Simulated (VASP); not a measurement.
Input of a VASP 6.6.1 run:

POSCAR

```
PbS
1.0
    0.0000000000      2.9657500000      2.9657500000
    2.9657500000      0.0000000000      2.9657500000
    2.9657500000      2.9657500000      0.0000000000
Pb S
1 1
Direct
    0.0000000000      0.0000000000      0.0000000000
    0.5000000000      0.5000000000      0.5000000000
```

The input INCAR.step1:

```
PREC = Accurate
ENCUT = 520
ISMEAR = 0
SIGMA = 0.01
LREAL = F
LASPH = T
NELM = 60
NBANDS = 17
GGA = PE
ALGO = Normal
EDIFF = 1E-4
LWAVE = T
LCHARG = F
```

Contents of INCAR.step2:

```
PREC = Accurate
ENCUT = 520
EDIFF = 1E-6
ISMEAR = 0
SIGMA = 0.01
LREAL = F
LASPH = T
NELM = 60
ALGO = Normal
ISIF = 2
LWAVE = F
LCHARG = T
METAGGA = R2SCAN
LMIXTAU = T
LELF = T
LVHAR = T
NBANDS = 17
ISTART = 1
```

File KPOINTS:

```
Automatic mesh
0
Gamma
  6 6 6
```

Potentials or basis: VASP PAW PBE potentials, release 64 (Pb_d, S).

Command:

```sh
$ cat potpaw_PBE.64/Pb_d/POTCAR potpaw_PBE.64/S/POTCAR > POTCAR
$ cp INCAR.step1 INCAR
$ mpirun -np 1 vasp_std > vasp.out
$ cp INCAR.step2 INCAR
$ mpirun -np 1 vasp_std > vasp.out
```

Problem. Predict the band gap on the k mesh.

Solution. 0.62 eV, direct.

Problem. Estimate the pressure.

Solution. 1.3 GPa.

Caveat: the PAW data sets were made with another functional, which shifts forces and pressure a little; spin-orbit coupling is left out, which moves the levels of the heavy elements. A k mesh can miss the band edges.
